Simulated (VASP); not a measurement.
A run of VASP 6.6.1:

File INCAR:

```
SYSTEM = Sr2SeS
ALGO = Normal
EDIFF = 1E-6
ENCUT = 520
GGA = PS
ISIF = 2
ISMEAR = 0
LASPH = .TRUE.
LCHARG = .FALSE.
LREAL = .FALSE.
LWAVE = .FALSE.
NBANDS = 24
NELM = 100
PREC = Accurate
SIGMA = 0.05
```

Contents of KPOINTS:

```
k-points
0
G
  9 9 9
  0 0 0
```

File POSCAR:

```
Sr2SeS
1.0
    2.3524050986      1.3581617169      7.1221724763
   -2.3524050986      1.3581617169      7.1221724763
    0.0000000000     -2.7163234339      7.1221724763
Sr Se S
2 1 1
Direct
    0.2471840700      0.2471840700      0.2471840700
    0.7528159300      0.7528159300      0.7528159300
    0.0000000000      0.0000000000      0.0000000000
    0.5000000000      0.5000000000      0.5000000000
```

Potentials or basis: VASP PAW PBE potentials, release 64 (Sr_sv, Se, S).

Launch:

```console
$ cat potpaw_PBE.64/Sr_sv/POTCAR potpaw_PBE.64/Se/POTCAR potpaw_PBE.64/S/POTCAR > POTCAR
$ mpirun -np 1 vasp_std > vasp.out
```

Hardware: 1 thread of Intel(R) Xeon(R) Platinum 8488C (Sapphire Rapids), on a shared host.

Question: Estimate the wall time of this run.

Answer: Run time: 7.1 min on 1 thread of Intel(R) Xeon(R) Platinum 8488C (Sapphire Rapids) (shared host), peak memory 0.66 GiB. Counts: scf iterations 14, k points 85.
